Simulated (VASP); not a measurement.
A run of VASP 6.6.1:

File INCAR:

```
PREC = Accurate
ENCUT = 520
EDIFF = 1E-6
ISMEAR = 0
SIGMA = 0.1
LREAL = False
LASPH = True
NELM = 80
ALGO = Normal
ISIF = 2
LWAVE = False
LCHARG = False
GGA = PE
NBANDS = 26
```

File KPOINTS:

```
Automatic mesh
0
Gamma
  6 6 6
```

Contents of POSCAR:

```
Be2ZnTe2O
1.0
   -2.0784943500      2.0784943500      5.4944008300
    2.0784943500     -2.0784943500      5.4944008300
    2.0784943500      2.0784943500     -5.4944008300
Be Zn Te O
2 1 2 1
Direct
    0.3525790000      0.3525790000      0.0000000000
    0.6474210000      0.6474210000      0.0000000000
    0.5000000000      0.5000000000      0.0000000000
    0.2500000000      0.7500000000      0.5000000000
    0.7500000000      0.2500000000      0.5000000000
    0.0000000000      0.0000000000      0.0000000000
```

Potentials or basis: VASP PAW PBE potentials, release 64 (Be, Zn, Te, O).

Run with:

```console
$ cat potpaw_PBE.64/Be/POTCAR potpaw_PBE.64/Zn/POTCAR potpaw_PBE.64/Te/POTCAR potpaw_PBE.64/O/POTCAR > POTCAR
$ mpirun -np 1 vasp_std > vasp.out
```

Hardware: 1 thread of Intel(R) Xeon(R) 6975P-C (Granite Rapids) (shared host).

Question: Estimate the wall time of this run.

Answer: Run time: 65 s on 1 thread of Intel(R) Xeon(R) 6975P-C (Granite Rapids), with other jobs on the host, peak memory 0.37 GiB. Counts: scf iterations 15, k points 30.
